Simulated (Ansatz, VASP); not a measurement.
One calculation of LaHg, two programs

INCAR

```
  PREC = Accurate
  ENCUT = 400
  EDIFF = 1E-8
  ISMEAR = -1
  SIGMA = 0.08
  LREAL = False
  LASPH = True
  NELM = 200
  ALGO = Normal
  ISIF = 2
  LWAVE = False
  LCHARG = False
  LEFG = True
  NBANDS = 18
  GGA_COMPAT = False
  LMAXMIX = 6
```

File KPOINTS:

```
regular mesh
0
Gamma
  11 11 11
```

The input POSCAR:

```
LaHg
1.0
    3.8624113366      0.0000000000      0.0000000000
    0.0000000000      3.8624113366      0.0000000000
    0.0000000000      0.0000000000      3.8624113366
La Hg
1 1
Direct
    0.5000000000      0.5000000000      0.5000000000
    0.0000000000      0.0000000000      0.0000000000
```

Input for Ansatz:

```yaml
crystal:
  lattice:
    - [3.8624113366, 0.0, 0.0]
    - [0.0, 3.8624113366, 0.0]
    - [0.0, 0.0, 3.8624113366]
  atoms:
    - { symbol: La, position: [0.5, 0.5, 0.5] }
    - { symbol: Hg, position: [0.0, 0.0, 0.0] }
kpoints:
  mp_grid: { grid: [11, 11, 11] }
scf:
  occupations: { method: fermi_dirac, width: 0.08 }
hamiltonian:
  xc: lda
  pseudopotentials: { kind: paw }
output:
  forces: true
  stress: true
  eigenvalues: true
  efg: { contact_densities: true }
```

Change from the starting cell: volume scaled by 1.02, PAW files.

Alike in both runs: task electric field gradients; functional LDA; k mesh 11 × 11 × 11; occupations fermi-dirac, width 0.08 eV; no spin polarisation.

```csv
,VASP,Ansatz
version,VASP 6.6.1,Ansatz 0.2.0
potentials or method,"VASP PAW LDA potentials, release 64 (La, Hg)","PAW with Ansatz's default frozen-core files, scalar-relativistic"
plane-wave cutoff (eV),400,420
valence electrons in the cell,23,31
```

```tsv
	VASP	Ansatz	Ansatz less VASP
pressure (GPa)	-2.8	-2.9	-0.14
```

LDA's correlation is that of Perdew and Zunger in VASP and of Perdew and Wang (1992) in Ansatz. VASP's potentials hold 23 valence electrons a cell and Ansatz's 31, so a difference there can come from the potentials and not from the codes.

Neither program's run includes spin-orbit coupling.
